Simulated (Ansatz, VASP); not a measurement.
# Two plane-wave programs on Ge

INCAR

```
ALGO     = Normal         # electronic algorithm
EDIFF    = 1E-6           # SCF threshold, eV
EDIFFG   = -0.01          # ionic threshold
ENCUT    = 600            # plane-wave cutoff, eV
GGA      = PE             # functional
IBRION   = 2              # ionic algorithm
ISIF     = 3              # what is computed and relaxed
ISMEAR   = 0              # smearing method
LASPH    = True           # aspherical terms in the spheres
LCHARG   = False          # write CHGCAR
LREAL    = False          # projectors in reciprocal space
LWAVE    = False          # write WAVECAR
NELM     = 100            # most SCF steps
NSW      = 100            # ionic steps
PREC     = Accurate       # precision mode
SIGMA    = 0.1            # smearing width, eV
```

KPOINTS

```
k-points
0
Gamma
  20 20 20
```

The input POSCAR:

```
Ge
1.0
    1.8822150818     -1.9970170282      0.0000000000
    1.8822150818      1.9970170282      0.0000000000
    0.0000000000      0.0000000000      2.6800425478
Ge
1
Direct
    0.0000000000      0.0000000000      0.0000000000
```

Input for Ansatz:

```yaml
crystal:
  lattice:
    - [1.8822150818, -1.9970170282, 0.0]
    - [1.8822150818, 1.9970170282, 0.0]
    - [0.0, 0.0, 2.6800425478]
  atoms:
    - { symbol: Ge, position: [0.0, 0.0, 0.0] }
basis:
  ecutwfc: 420
kpoints:
  mp_grid: { grid: [20, 20, 20] }
hamiltonian:
  xc: pbe
scf:
  occupations: { method: gaussian, width: 0.1 }
output:
  forces: true
  stress: true
  eigenvalues: true
  write_density: true
  write_potential: true
  elf: true
  volumetric_format: npy
relax:
  adjacent_minimum: "off"
  f_tol: 0.01
  max_steps: 80
  cell: { stress_tol: 0.05 }
```

Alike in both runs: task relaxation of cell and atoms; functional PBE; k mesh 20 × 20 × 20; occupations gaussian, width 0.1 eV; no spin polarisation.

```csv
,VASP,Ansatz
version,VASP 6.6.1,Ansatz 0.2.0
potentials or method,"VASP PAW PBE potentials, release 64 (Ge_d), cutoff 600 eV","scalar-relativistic, plane waves, PAW"
valence electrons in the cell,14,14
```

Ansatz gave:

```
gap on the k mesh at the Fermi level, each at its own relaxed structure (eV) : none
relaxed volume (Å³/atom)                                                     : 19.92
relaxed cell length with the largest relative difference (Å)                 : 2.711
```

Which values does VASP return?

gap on the k mesh at the Fermi level, each at its own relaxed structure (eV): none; relaxed volume (Å³/atom): 19.95; relaxed cell length with the largest relative difference (Å): 2.712.

A gap of «none» marks a metal or a gap that the smearing closes.
